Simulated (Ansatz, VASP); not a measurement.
N in VASP and in Ansatz

```
N
1.0
    -3.52692    0.00000    0.00000
    -1.76346   -3.05440    0.00000
    -0.73478    1.27267   13.95050
N
8
Direct
  0.96025 0.70641 0.89540
  0.16411 0.50256 0.40615
  0.99293 0.67374 0.81697
  0.19678 0.46988 0.32772
  0.59936 0.73397 0.16152
  0.39551 0.93782 0.65077
  0.63204 0.70129 0.08310
  0.42819 0.90514 0.57235
```

Alike in both runs: task single point; functional LDA; k mesh 7 × 7 × 2; occupations gaussian, width 0.05 eV; no spin polarisation.

```csv
,VASP,Ansatz
version,VASP 6.6.1,Ansatz 0.2.0
potentials or method,"VASP PAW LDA potentials, release 64 (N), cutoff 520 eV","scalar-relativistic, plane waves, PAW"
valence electrons in the cell,40,40
```

Ansatz gave:

- gap on the k mesh at the Fermi level (eV): 6.42
- least direct gap on the mesh (eV): 6.50
- pressure (GPa): 0.1
- traceless stress, the component that is largest in VASP (GPa): 0.32
- rms of the force components (eV/Å): 0.058

What did VASP give for the same quantities?

gap on the k mesh at the Fermi level (eV): 6.37; least direct gap on the mesh (eV): 6.45; pressure (GPa): 2.4; traceless stress, the component that is largest in VASP (GPa): 5.10; rms of the force components (eV/Å): 0.870.

LDA's correlation is that of Perdew and Zunger in VASP and of Perdew and Wang (1992) in Ansatz. Atom by atom the forces differ by 0.885 eV/Å (rms over components).

Noted on VASP's run: the standard files for N, O and F lose accuracy on very short bonds.
